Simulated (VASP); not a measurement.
# Cs2VAgC6 (Fm-3m) in VASP: single point with r2SCAN

Aim: the single point of Cs2VAgC6 with r2SCAN.

Program: VASP 6.6.1. These are calculated values, not measurements. Logs are shortened: lines on timing, memory, paths and dates and some standing lists are left out, and cuts for length are marked.

## (1) The cell of the first run

Symmetry: Fm-3m, No. 225, cubic system. Conventional cell: a = 8.740 Å, b = 8.740 Å, c = 8.740 Å, α = 90.00°, β = 90.00°, γ = 90.00°. V (site symmetry m-3m) has 6 C at 1.84 Å within 2.4 Å. C (site symmetry 4mm) has 1 V at 1.84 Å within 2.4 Å. Within 4.1 Å of Cs (site symmetry -43m) lie 12 C at 3.11 Å and 4 V at 3.78 Å and 4 Ag at 3.78 Å. Within 3.3 Å of Ag (site symmetry m-3m) lie 6 C at 2.53 Å.

## (2) Single point, r2SCAN

POSCAR reads:

```
Cs2VAgC6
1.0
    0.0000000000      4.3702200000      4.3702200000
    4.3702200000      0.0000000000      4.3702200000
    4.3702200000      4.3702200000      0.0000000000
V C Cs Ag
1 6 2 1
Direct
    0.0000000000      0.0000000000      0.0000000000
    0.7900000000      0.2100000000      0.2100000000
    0.2100000000      0.7900000000      0.2100000000
    0.2100000000      0.7900000000      0.7900000000
    0.7900000000      0.2100000000      0.7900000000
    0.2100000000      0.2100000000      0.7900000000
    0.7900000000      0.7900000000      0.2100000000
    0.2500000000      0.2500000000      0.2500000000
    0.7500000000      0.7500000000      0.7500000000
    0.5000000000      0.5000000000      0.5000000000
```

INCAR.step1 reads:

```
  PREC = Accurate
  ENCUT = 520
  ISMEAR = 0
  SIGMA = 0.0133
  LREAL = F
  LASPH = T
  NELM = 60
  NBANDS = 44
  GGA = PE
  ALGO = Normal
  EDIFF = 1E-4
  LWAVE = T
  LCHARG = F
```

INCAR.step2 reads:

```
  PREC = Accurate
  ENCUT = 520
  EDIFF = 1E-7
  ISMEAR = 0
  SIGMA = 0.0133
  LREAL = F
  LASPH = T
  NELM = 60
  ALGO = Normal
  ISIF = 2
  LWAVE = F
  LCHARG = T
  METAGGA = R2SCAN
  LMIXTAU = T
  LELF = T
  LVHAR = T
  NBANDS = 44
  ISTART = 1
```

KPOINTS reads:

```
regular mesh
0
Gamma
  5 5 5
```

Potentials or basis: VASP PAW PBE potentials, release 64 (V_sv, C, Cs_sv, Ag).

On the command line:

```console
cat potpaw_PBE.64/V_sv/POTCAR potpaw_PBE.64/C/POTCAR potpaw_PBE.64/Cs_sv/POTCAR potpaw_PBE.64/Ag/POTCAR > POTCAR
cp INCAR.step1 INCAR
mpirun -np 1 vasp_std > vasp.out
cp INCAR.step2 INCAR
mpirun -np 1 vasp_std > vasp.out
```

OUTCAR:

```text
PREC = Accurate
   ENCUT = 520
   EDIFF = 1E-7
   ISMEAR = 0
   LREAL = F
   LASPH = T
   NELM = 60
   ISIF = 2
   METAGGA = R2SCAN
   ISTART = 1

 ion  position               nearest neighbor table
   1  0.000  0.000  0.000-   2 1.84   3 1.84   4 1.84   5 1.84   6 1.84   7 1.84
   2  0.790  0.210  0.210-   1 1.84  10 2.53
   3  0.210  0.790  0.210-   1 1.84  10 2.53
   4  0.210  0.790  0.790-   1 1.84  10 2.53
   5  0.790  0.210  0.790-   1 1.84  10 2.53
   6  0.210  0.210  0.790-   1 1.84  10 2.53
   7  0.790  0.790  0.210-   1 1.84  10 2.53
   8  0.250  0.250  0.250-
   9  0.750  0.750  0.750-
  10  0.500  0.500  0.500-   2 2.53   3 2.53   4 2.53   5 2.53   6 2.53   7 2.53

  LATTYP: Found a face centered cubic cell.
 ALAT       =     8.7404400000

  Lattice vectors:

 A1 = (   0.0000000000,   4.3702200000,   4.3702200000)
 A2 = (   4.3702200000,   0.0000000000,   4.3702200000)
 A3 = (   4.3702200000,   4.3702200000,   0.0000000000)

Analysis of symmetry for initial positions (statically):
=====================================================================
 Subroutine PRICEL returns:
 Original cell was already a primitive cell.

 Routine SETGRP: Setting up the symmetry group for a
 face centered cubic supercell.

 Subroutine GETGRP returns: Found 48 space group operations
 (whereof 48 operations were pure point group operations)
 out of a pool of 48 trial point group operations.

The static configuration has the point symmetry O_h .

Analysis of symmetry for dynamics (positions and initial velocities):
=====================================================================
 Subroutine PRICEL returns:
 Original cell was already a primitive cell.

 Routine SETGRP: Setting up the symmetry group for a
 face centered cubic supercell.

 Subroutine GETGRP returns: Found 48 space group operations
 (whereof 48 operations were pure point group operations)
 out of a pool of 48 trial point group operations.

The dynamic configuration has the point symmetry O_h .

 Subroutine INISYM returns: Found 48 space group operations
 (whereof 48 operations are pure point group operations),
 and found     1 'primitive' translations

----------------------------------------------------------------------------------------

                                     Primitive cell

  volume of cell :     166.9321

  direct lattice vectors                    reciprocal lattice vectors
     0.000000000  4.370220000  4.370220000    -0.114410716  0.114410716  0.114410716
     4.370220000  0.000000000  4.370220000     0.114410716 -0.114410716  0.114410716
     4.370220000  4.370220000  0.000000000     0.114410716  0.114410716 -0.114410716

  length of vectors
     6.180424395  6.180424395  6.180424395     0.198165173  0.198165173  0.198165173

  position of ions in fractional coordinates (direct lattice)
     0.000000000  0.000000000  0.000000000
     0.790000000  0.210000000  0.210000000
     0.210000000  0.790000000  0.210000000
     0.210000000  0.790000000  0.790000000
     0.790000000  0.210000000  0.790000000
     0.210000000  0.210000000  0.790000000
     0.790000000  0.790000000  0.210000000
     0.250000000  0.250000000  0.250000000
     0.750000000  0.750000000  0.750000000
     0.500000000  0.500000000  0.500000000

  ion indices of the primitive-cell ions
   primitive index   ion index
                 1           1
                 2           2
                 3           3
                 4           4
                 5           5
                 6           6
                 7           7
                 8           8
                 9           9
                10          10

----------------------------------------------------------------------------------------

 KPOINTS: regular mesh

Automatic generation of k-mesh.
 Grid dimensions read from file:
 generate k-points for:    5    5    5

 Generating k-lattice:

  Cartesian coordinates                     Fractional coordinates (reciprocal lattice)
    -0.022882143  0.022882143  0.022882143     0.200000000  0.000000000  0.000000000
     0.022882143 -0.022882143  0.022882143     0.000000000  0.200000000  0.000000000
     0.022882143  0.022882143 -0.022882143     0.000000000  0.000000000  0.200000000

  Length of vectors
     0.039633035  0.039633035  0.039633035

  Shift w.r.t. Gamma in fractional coordinates (k-lattice)
     0.000000000  0.000000000  0.000000000

 Subroutine IBZKPT returns following result:
 ===========================================

 Found     10 irreducible k-points:

 Following reciprocal coordinates:
            Coordinates               Weight
  0.000000  0.000000  0.000000      1.000000
  0.200000  0.000000  0.000000      8.000000
  0.400000  0.000000  0.000000      8.000000
  0.200000  0.200000  0.000000      6.000000
  0.400000  0.200000  0.000000     24.000000
 -0.400000  0.200000  0.000000     24.000000
 -0.200000  0.200000  0.000000     12.000000
  0.400000  0.400000  0.000000      6.000000
 -0.400000  0.400000  0.000000     12.000000
 -0.400000  0.400000  0.200000     24.000000
   k-points           NKPTS =     10   k-points in BZ     NKDIM =     10   number of bands    NBANDS=     44
   number of dos      NEDOS =    301   number of ions     NIONS =     10
   total plane-waves  NPLWV = 110592
   dimension x,y,z NGX =    48 NGY =   48 NGZ =   48
   dimension x,y,z NGXF=    96 NGYF=   96 NGZF=   96
   ions per type =               1   6   2   1
   NGX,Y,Z   is equivalent  to a cutoff of  12.91, 12.91, 12.91 a.u.
   NGXF,Y,Z  is equivalent  to a cutoff of  25.82, 25.82, 25.82 a.u.
 SYSTEM =  unknown system
   PREC   = accura    normal or accurate (medium, high low for compatibility)
   ISTART =      1    job   : 0-new  1-cont  2-samecut
   ICHARG =      0    charge: 1-file 2-atom 10-const
   ISPIN  =      1    spin polarized calculation?
   LNONCOLLINEAR =      F non collinear calculations
   LSORBIT =      F    spin-orbit coupling
   LASPH  =      T    aspherical Exc in radial PAW
   ENCUT  =  520.0 eV  38.22 Ry    6.18 a.u.  11.49 11.49 11.49*2*pi/ulx,y,z
   NELM   =     60;   NELMIN=  2; NELMDL=  0     # of ELM steps
   EDIFF  = 0.1E-06   stopping-criterion for ELM
   LREAL  =      F    real-space projection
   EDIFFG = 0.1E-05   stopping-criterion for IOM
   NSW    =      0    number of steps for IOM
   IBRION =     -1    ionic relax: 0-MD 1-quasi-New 2-CG
   NFREE  =      0    steps in history (QN), initial steepest desc. (CG)
   ISIF   =      2    stress and relaxation
   ISYM   =      2    0-nonsym 1-usesym 2-fastsym
   POTIM  = 0.5000    time-step for ionic-motion
   TEBEG  =    0.0;   TEEND  =   0.0 temperature during run
   PSTRESS=    0.0 pullay stress
   NELECT =      66.0000    total number of electrons
   NUPDOWN=      -1.0000    fix difference up-down
   EMIN   =  10.00;   EMAX   =-10.00  energy-range for DOS
   EFERMI =   0.00;   METHOD = LEGACY
   ISMEAR =     0;   SIGMA  =   0.01  broadening in eV -4-tet -1-fermi 0-gaus
   EFERMI_NEDOS =   21; number of points for ismear=-14 and -15
   IALGO  =     38    algorithm
   IMIX   =      4    mixing-type and parameters
     AMIX     =   0.40;   BMIX     =  1.00
     AMIX_MAG =   1.60;   BMIX_MAG =  1.00
  volume/ion in A,a.u.               =      16.69       112.65
  Fermi-wavevector in a.u.,A,eV,Ry     =   1.201553  2.270605 19.643126  1.443729
  Thomas-Fermi vector in A             =   2.337358
   LORBIT       =      0    0 simple, 1 ext, 2 COOP (PROOUT), +10 PAW based schemes
   METAGGA = R2SCAN    functional components
   LHFCALC =     F    Hartree Fock is set to
   AEXX    =    0.0000 exact exchange contribution
   IVDW    =     0    specifies the selected vdW correction
   LEPSILON=     F    determine dielectric tensor
   LRPA    =     F    only Hartree local field effects (RPA)
 non-spin polarized calculation
 Gauss-broadening in eV      SIGMA  =   0.01
  energy-cutoff  :      520.00
  volume of cell :      166.93
 maximum number of plane-waves:      4573
 NGX is ok and might be reduce to    48
   NGX = 23   NGY = 23   NGZ = 23

 number of electron      65.9999997 magnetization

 Free energy of the ion-electron system (eV)
  ---------------------------------------------------
  ext. energy  EPLUGINS =         0.00000000
  ---------------------------------------------------
  free energy    TOTEN  =      -121.44592223 eV

  energy without entropy =     -121.44462557  energy(sigma->0) =     -121.44527390

 E-fermi :   3.6218     XC(G=0): -10.8646

 val. band max:        3.6163890953   @ k =  -0.4000   0.2000   0.0000
 cond. band min:       3.7139451733   @ k =   0.4000   0.0000   0.0000
 fundamental gap:      0.0975560780
 Fermi energy:         3.6217696072

 k-point     1 :       0.0000    0.0000    0.0000
  band No.  band energies     occupation
      1     -62.2801      2.00000
      2     -35.2616      2.00000
      3     -35.2616      2.00000
      4     -35.2616      2.00000
      5     -17.7846      2.00000
      6     -17.5939      2.00000
[... 36 lines left out ...]
     43       7.5592      0.00000
     44       7.5593      0.00000

 k-point     2 :       0.2000    0.0000    0.0000
  band No.  band energies     occupation
      1     -62.2801      2.00000
      2     -35.2616      2.00000
      3     -35.2616      2.00000
      4     -35.2616      2.00000
      5     -17.7633      2.00000
      6     -17.6096      2.00000
[... 36 lines left out ...]
     43       7.5029      0.00000
     44       7.5030      0.00000

 k-point     3 :       0.4000    0.0000    0.0000
  band No.  band energies     occupation
      1     -62.2801      2.00000
      2     -35.2616      2.00000
      3     -35.2616      2.00000
      4     -35.2616      2.00000
      5     -17.7110      2.00000
      6     -17.6527      2.00000
[... 318 lines left out ...]
     43       7.5641      0.00000
     44       7.6424      0.00000

 k-point    10 :      -0.4000    0.4000    0.2000
  band No.  band energies     occupation
      1     -62.2801      2.00000
      2     -35.2617      2.00000
      3     -35.2616      2.00000
      4     -35.2616      2.00000
      5     -17.6937      2.00000
      6     -17.6630      2.00000
[... 36 lines left out ...]
     43       7.3220      0.00000
     44       7.6280      0.00000

------------------------ aborting loop because EDIFF is reached ----------------------------------------

  FORCE on cell =-STRESS in cart. coord.  units (eV):
  Direction    XX          YY          ZZ          XY          YZ          ZX
  --------------------------------------------------------------------------------------
  -------------------------------------------------------------------------------------
  Total        8.1135854      8.1135854      8.1135854     -0.0000000     -0.0000000      0.0000000
  in kB       77.8723893     77.8723893     77.8723893     -0.0000000     -0.0000000      0.0000000
  external PRESSURE =      77.8723893 kB  Pullay stress =       0.0000000 kB

 VOLUME and BASIS-vectors are now :
 -----------------------------------------------------------------------------
  energy-cutoff  :      520.00
  volume of cell :      166.93
      direct lattice vectors                 reciprocal lattice vectors
     0.000000000  4.370220000  4.370220000    -0.114410716  0.114410716  0.114410716
     4.370220000  0.000000000  4.370220000     0.114410716 -0.114410716  0.114410716
     4.370220000  4.370220000  0.000000000     0.114410716  0.114410716 -0.114410716

 POSITION                                       TOTAL-FORCE (eV/Angst)
 -----------------------------------------------------------------------------------
      0.00000      0.00000      0.00000         0.000000      0.000000     -0.000000
      1.83549      4.37022      4.37022         1.597756      0.000000     -0.000000
      4.37022      1.83549      4.37022         0.000000      1.597756     -0.000000
      6.90495      4.37022      4.37022        -1.597756      0.000000     -0.000000
      4.37022      6.90495      4.37022         0.000000     -1.597756     -0.000000
      4.37022      4.37022      1.83549         0.000000      0.000000      1.597756
      4.37022      4.37022      6.90495         0.000000      0.000000     -1.597756
      2.18511      2.18511      2.18511         0.000000      0.000000     -0.000000
      6.55533      6.55533      6.55533         0.000000      0.000000     -0.000000
      4.37022      4.37022      4.37022         0.000000      0.000000     -0.000000
 -----------------------------------------------------------------------------------
    total drift:                               -0.000000     -0.000000      0.000000

  FREE ENERGIE OF THE ION-ELECTRON SYSTEM (eV)
  ---------------------------------------------------
  free  energy   TOTEN  =      -121.4459222276 eV

  energy  without entropy=     -121.4446255717  energy(sigma->0) =     -121.44527390
```

Wall time 12 min (1 thread of AMD EPYC 7R43 (Zen 3), shared host); peak memory 0.37 GiB.

Results:

```
Free energy            : -121.4459 eV
Pressure               : 7.8 GPa
Largest force          : 1.598 eV/Å
Band gap on the k mesh : zero (bands 33 and 34 overlap by 0.35 eV)
```

Forces on the atoms (eV/Å):
```
V    0.000  0.000  0.000
C    1.598  0.000  0.000
C    0.000  1.598  0.000
C   -1.598  0.000  0.000
C    0.000 -1.598  0.000
C    0.000  0.000  1.598
C    0.000  0.000 -1.598
Cs   0.000  0.000  0.000
Cs   0.000  0.000  0.000
Ag   0.000  0.000  0.000
```

Caveat: the cell stands under pressure; the PAW data sets were made with another functional, which shifts forces and pressure a little; spin-orbit coupling is left out, which moves the levels of the heavy elements.
